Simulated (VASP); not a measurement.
# AgCl (Fm-3m) in VASP: a series of runs, part 2 of 2

VASP 6.6.1.

## Step 5: Relaxation of cell and atoms, PBE

This run uses another cell than the first one, of 21.32 Å³/atom, 0.965 times its volume.

Input file INCAR:

```
SYSTEM = AgCl
PREC     = Accurate       ! precision mode
ENCUT    = 600            ! plane-wave cutoff, eV
EDIFF    = 1E-7           ! SCF threshold, eV
ISMEAR   = -1             ! smearing method
SIGMA    = 0.02           ! smearing width, eV
LREAL    = .False.        ! projectors in reciprocal space
LASPH    = .True.         ! aspherical terms in the spheres
NELM     = 100            ! most SCF steps
ALGO     = Normal         ! electronic algorithm
ISIF     = 3              ! what is computed and relaxed
LWAVE    = .False.        ! write WAVECAR
LCHARG   = .False.        ! write CHGCAR
GGA      = PE             ! functional
IBRION   = 2              ! ionic algorithm
NSW      = 80             ! ionic steps
EDIFFG   = -0.005         ! ionic threshold
```

Input file KPOINTS:

```
Automatic mesh
0
Gamma
  8 8 8
  0 0 0
```

Input file POSCAR:

```
AgCl
1.0
    0.0000000000      2.7726629968      2.7726629968
    2.7726629968      0.0000000000      2.7726629968
    2.7726629968      2.7726629968      0.0000000000
Ag Cl
1 1
Direct
    0.0000000000      0.0000000000      0.0000000000
    0.5000000000      0.5000000000      0.5000000000
```

Potentials or basis: VASP PAW PBE potentials, release 64 (Ag, Cl).

On the command line:

```bash
cat potpaw_PBE.64/Ag/POTCAR potpaw_PBE.64/Cl/POTCAR > POTCAR
mpirun -np 1 vasp_std > vasp.out
```

OUTCAR:

```text
SYSTEM = AgCl
   PREC = Accurate
   ENCUT = 600
   EDIFF = 1E-7
   ISMEAR = -1
   LREAL = .False.
   LASPH = .True.
   NELM = 100
   ISIF = 3
   GGA = PE
   IBRION = 2
   NSW = 80
   EDIFFG = -0.005

 ion  position               nearest neighbor table
   1  0.000  0.000  0.000-   2 2.77   2 2.77   2 2.77   2 2.77   2 2.77   2 2.77
   2  0.500  0.500  0.500-   1 2.77   1 2.77   1 2.77   1 2.77   1 2.77   1 2.77

  LATTYP: Found a face centered cubic cell.
 ALAT       =     5.5453259936

  Lattice vectors:

 A1 = (   0.0000000000,   2.7726629968,   2.7726629968)
 A2 = (   2.7726629968,   0.0000000000,   2.7726629968)
 A3 = (   2.7726629968,   2.7726629968,   0.0000000000)

Analysis of symmetry for initial positions (statically):
=====================================================================
 Subroutine PRICEL returns:
 Original cell was already a primitive cell.

 Routine SETGRP: Setting up the symmetry group for a
 face centered cubic supercell.

 Subroutine GETGRP returns: Found 48 space group operations
 (whereof 48 operations were pure point group operations)
 out of a pool of 48 trial point group operations.

The static configuration has the point symmetry O_h .

Analysis of symmetry for dynamics (positions and initial velocities):
=====================================================================
 Subroutine PRICEL returns:
 Original cell was already a primitive cell.

 Routine SETGRP: Setting up the symmetry group for a
 face centered cubic supercell.

 Subroutine GETGRP returns: Found 48 space group operations
 (whereof 48 operations were pure point group operations)
 out of a pool of 48 trial point group operations.

The dynamic configuration has the point symmetry O_h .

 Subroutine INISYM returns: Found 48 space group operations
 (whereof 48 operations are pure point group operations),
 and found     1 'primitive' translations

----------------------------------------------------------------------------------------

                                     Primitive cell

  volume of cell :      42.6306

  direct lattice vectors                    reciprocal lattice vectors
     0.000000000  2.772662997  2.772662997    -0.180332049  0.180332049  0.180332049
     2.772662997  0.000000000  2.772662997     0.180332049 -0.180332049  0.180332049
     2.772662997  2.772662997  0.000000000     0.180332049  0.180332049 -0.180332049

  length of vectors
     3.921137614  3.921137614  3.921137614     0.312344271  0.312344271  0.312344271

  position of ions in fractional coordinates (direct lattice)
     0.000000000  0.000000000  0.000000000
     0.500000000  0.500000000  0.500000000

  ion indices of the primitive-cell ions
   primitive index   ion index
                 1           1
                 2           2

----------------------------------------------------------------------------------------

 KPOINTS: Automatic mesh

Automatic generation of k-mesh.
 Grid dimensions read from file:
[... 47 lines left out ...]
   k-points           NKPTS =     29   k-points in BZ     NKDIM =     29   number of bands    NBANDS=     13
   number of dos      NEDOS =    301   number of ions     NIONS =      2
   total plane-waves  NPLWV =  32768
   dimension x,y,z NGX =    32 NGY =   32 NGZ =   32
   dimension x,y,z NGXF=    64 NGYF=   64 NGZF=   64
   ions per type =               1   1
   NGX,Y,Z   is equivalent  to a cutoff of  13.57, 13.57, 13.57 a.u.
   NGXF,Y,Z  is equivalent  to a cutoff of  27.13, 27.13, 27.13 a.u.
 SYSTEM =  AgCl
   PREC   = accura    normal or accurate (medium, high low for compatibility)
   ISTART =      0    job   : 0-new  1-cont  2-samecut
   ICHARG =      2    charge: 1-file 2-atom 10-const
   ISPIN  =      1    spin polarized calculation?
   LNONCOLLINEAR =      F non collinear calculations
   LSORBIT =      F    spin-orbit coupling
   LASPH  =      T    aspherical Exc in radial PAW
   ENCUT  =  600.0 eV  44.10 Ry    6.64 a.u.   7.83  7.83  7.83*2*pi/ulx,y,z
   NELM   =    100;   NELMIN=  2; NELMDL= -5     # of ELM steps
   EDIFF  = 0.1E-06   stopping-criterion for ELM
   LREAL  =      F    real-space projection
   EDIFFG = -.5E-02   stopping-criterion for IOM
   NSW    =     80    number of steps for IOM
   IBRION =      2    ionic relax: 0-MD 1-quasi-New 2-CG
   NFREE  =      1    steps in history (QN), initial steepest desc. (CG)
   ISIF   =      3    stress and relaxation
   ISYM   =      2    0-nonsym 1-usesym 2-fastsym
   POTIM  = 0.5000    time-step for ionic-motion
   TEBEG  =    0.0;   TEEND  =   0.0 temperature during run
   PSTRESS=    0.0 pullay stress
   NELECT =      18.0000    total number of electrons
   NUPDOWN=      -1.0000    fix difference up-down
   EMIN   =  10.00;   EMAX   =-10.00  energy-range for DOS
   EFERMI =   0.00;   METHOD = LEGACY
   ISMEAR =    -1;   SIGMA  =   0.02  broadening in eV -4-tet -1-fermi 0-gaus
   EFERMI_NEDOS =   21; number of points for ismear=-14 and -15
   IALGO  =     38    algorithm
   IMIX   =      4    mixing-type and parameters
     AMIX     =   0.40;   BMIX     =  1.00
     AMIX_MAG =   1.60;   BMIX_MAG =  1.00
  volume/ion in A,a.u.               =      21.32       143.84
  Fermi-wavevector in a.u.,A,eV,Ry     =   1.228170  2.320905 20.523058  1.508402
  Thomas-Fermi vector in A             =   2.363106
   LORBIT       =      0    0 simple, 1 ext, 2 COOP (PROOUT), +10 PAW based schemes
   GGA     = PE    functional components
   LHFCALC =     F    Hartree Fock is set to
   AEXX    =    0.0000 exact exchange contribution
   IVDW    =     0    specifies the selected vdW correction
   LEPSILON=     F    determine dielectric tensor
   LRPA    =     F    only Hartree local field effects (RPA)
 conjugate gradient relaxation of ions
 non-spin polarized calculation
  energy-cutoff  :      600.00
  volume of cell :       42.63
 maximum number of plane-waves:      1436
   NGX = 15   NGY = 15   NGZ = 15

--------------------------------------- Ionic step        1  -------------------------------------------

 number of electron      18.0000002 magnetization

 Free energy of the ion-electron system (eV)
  ---------------------------------------------------
  ext. energy  EPLUGINS =         0.00000000
  ---------------------------------------------------
  free energy    TOTEN  =        -5.39418429 eV

  energy without entropy =       -5.39418429  energy(sigma->0) =       -5.39418429

------------------------ aborting loop because EDIFF is reached ----------------------------------------

  FORCE on cell =-STRESS in cart. coord.  units (eV):
  Direction    XX          YY          ZZ          XY          YZ          ZX
  --------------------------------------------------------------------------------------
  -------------------------------------------------------------------------------------
  Total        0.4080386      0.4080386      0.4080386      0.0000000      0.0000000      0.0000000
  in kB       15.3352391     15.3352391     15.3352391      0.0000000      0.0000000      0.0000000
  external PRESSURE =      15.3352391 kB  Pullay stress =       0.0000000 kB
[... 59 lines left out ...]
--------------------------------------- Ionic step        3  -------------------------------------------

 number of electron      18.0000003 magnetization

 Free energy of the ion-electron system (eV)
  ---------------------------------------------------
  ext. energy  EPLUGINS =         0.00000000
  ---------------------------------------------------
  free energy    TOTEN  =        -5.40079449 eV

  energy without entropy =       -5.40079449  energy(sigma->0) =       -5.40079449

 E-fermi :   3.8367     XC(G=0):  -9.7954

 val. band max:        3.4116908280   @ k =   0.5000   0.0000   0.0000
 cond. band min:       4.3314384791   @ k =   0.0000   0.0000   0.0000
 fundamental gap:      0.9197476511
 Fermi energy:         3.8366697035

 k-point     1 :       0.0000    0.0000    0.0000
  band No.  band energies     occupation
      1     -11.5221      2.00000
      2       1.0985      2.00000
      3       1.0985      2.00000
      4       1.0985      2.00000
      5       1.1378      2.00000
      6       1.1378      2.00000
      7       1.2226      2.00000
      8       1.2226      2.00000
      9       1.2226      2.00000
     10       4.3314      0.00000
     11      14.2802      0.00000
     12      14.2802      0.00000
     13      14.2802      0.00000
[... 354 lines left out ...]
  band No.  band energies     occupation
      1     -11.0983      2.00000
      2      -1.1606      2.00000
      3      -0.4602      2.00000
      4      -0.4234      2.00000
      5       1.3751      2.00000
      6       1.4384      2.00000
      7       1.6752      2.00000
      8       2.4732      2.00000
      9       2.9602      2.00000
     10       8.3276      0.00000
     11       9.1340      0.00000
     12      11.4897      0.00000
     13      11.9488      0.00000

 [... further k-points ...]
[... 5 lines left out ...]
  --------------------------------------------------------------------------------------
  -------------------------------------------------------------------------------------
  Total        0.0003725      0.0003725      0.0003725      0.0000000     -0.0000000      0.0000000
  in kB        0.0135444      0.0135444      0.0135444      0.0000000     -0.0000000      0.0000000
  external PRESSURE =       0.0135444 kB  Pullay stress =       0.0000000 kB
[... 17 lines left out ...]
  FREE ENERGIE OF THE ION-ELECTRON SYSTEM (eV)
  ---------------------------------------------------
  free  energy   TOTEN  =        -5.4007944868 eV

  energy  without entropy=       -5.4007944868  energy(sigma->0) =       -5.40079449

 reached required accuracy - stopping structural energy minimisation
```

It took 88 s on 1 thread of AMD EPYC 7R13, shared host; peak memory 0.17 GiB.

What came out:

```
Free energy                            : -5.4008 eV
Relaxed volume                         : 22.03 Å³/atom
Relaxed cell                           : a = 3.965 Å, b = 3.965 Å, c = 3.965 Å, α = 60.00°, β = 60.00°, γ = 60.00°
Space group after relaxing (to 0.05 Å) : Fm-3m (No. 225)
Energy gained by relaxing              : 3.3 meV/atom
Ionic steps                            : 3
Pressure after relaxing                : 0.0 GPa
Band gap on the k mesh                 : 0.92 eV, indirect (least direct gap 3.08 eV)
```

Step by step:
| step | energy change (eV) | largest force (eV/Å) | pressure (GPa) | volume (Å³) |
| --- | --- | --- | --- | --- |
| 1 | 0.0000 | 0.0000 | 1.53 | 42.63 |
| 2 | -0.0065 | 0.0000 | 0.15 | 43.90 |
| 3 | -0.0066 | 0.0000 | 0.00 | 44.06 |

Final structure:
```
Ag Cl
1.0
     0.00000    2.80335    2.80335
     2.80335    0.00000    2.80335
     2.80335    2.80335    0.00000
Ag Cl
1 1
Direct
  0.00000 0.00000 0.00000
  0.50000 0.50000 0.50000
```

A k mesh can miss the band edges. As with any semilocal functional, this PBE gap is likely too small.

## Step 6: Summary

| task | level | cell | cutoff (eV) | smearing | gap on the mesh (eV) | pressure (GPa) |
| --- | --- | --- | --- | --- | --- | --- |
| single point | PBE | a = 3.968 Å, angles 60.0°, 2 atoms | 520 | fermi-dirac 0.02 eV | 0.92 | -0.1 |
| single point | r2SCAN | a = 3.922 Å, angles 60.0°, 2 atoms | 520 | fermi-dirac 0.02 eV | 1.42 | -0.1 |
| single point | r2SCAN | a = 3.922 Å, angles 60.0°, 2 atoms | 520 | gaussian 0.01 eV | 1.42 | -0.1 |
| relaxation of cell and atoms | PBE | relaxed from a = 3.921 Å, angles 60.0°, 2 atoms | 600 | fermi-dirac 0.02 eV | 0.92 | 0.0 |

Alike in all rows: potentials or basis VASP PAW PBE potentials, release 64 (Ag, Cl); no spin polarisation; k mesh 8 × 8 × 8.

Caveats: the PAW data sets were made with another functional, which shifts forces and pressure a little (some runs).

Absolute energies hang on the potentials; compare differences alone.
